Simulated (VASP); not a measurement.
Input of a VASP 6.6.1 run:

INCAR

```
SYSTEM = TaC2
  PREC = Accurate
  ENCUT = 600
  EDIFF = 1E-6
  ISMEAR = 0
  SIGMA = 0.2
  LREAL = .False.
  LASPH = .True.
  NELM = 120
  ALGO = Normal
  ISIF = 2
  LWAVE = .False.
  LCHARG = .False.
  GGA = PE
  NBANDS = 30
  GGA_COMPAT = .False.
```

The input KPOINTS:

```
regular mesh
0
Gamma
  6 6 6
  0 0 0
```

The input POSCAR:

```
TaC2
1.0
    1.5898827333     -1.5893515114     -2.9512411311
    1.5868856446     -1.5897297829      2.9499342922
   -3.1725452294     -3.1748987119      0.0016883558
Ta C
2 4
Direct
    0.9999917565     -0.0000047254      1.0000060767
    0.5000063639      0.5000048748      0.4999951436
    0.1170297975      0.8829630902      0.5000229454
    0.6170112888      0.3829534043      1.0000316598
    0.8829878790      0.1170455120      0.4999728166
    0.3829729142      0.6170378440      0.9999713580
```

Potentials or basis: VASP PAW PBE potentials, release 64 (Ta_sv_GW, C).

Run with:

```bash
$ cat potpaw_PBE.64/Ta_sv_GW/POTCAR potpaw_PBE.64/C/POTCAR > POTCAR
$ mpirun -np 1 vasp_std > vasp.out
```

Task: Predict the largest force.

Result: 0.086 eV/Å.

Task: Predict the pressure.

Result: 0.2 GPa.

Task: Estimate the band gap on the k mesh.

Result: Zero (band 21 reaches 12.56 eV, above the bottom of band 22 at 8.17 eV).

Stress tensor (GPa, compression positive):
```
0.17 0.09 0.07
0.09 0.00 0.01
0.07 0.01 0.36
```

Caveat: spin-orbit coupling is left out, which moves the levels of the heavy elements.
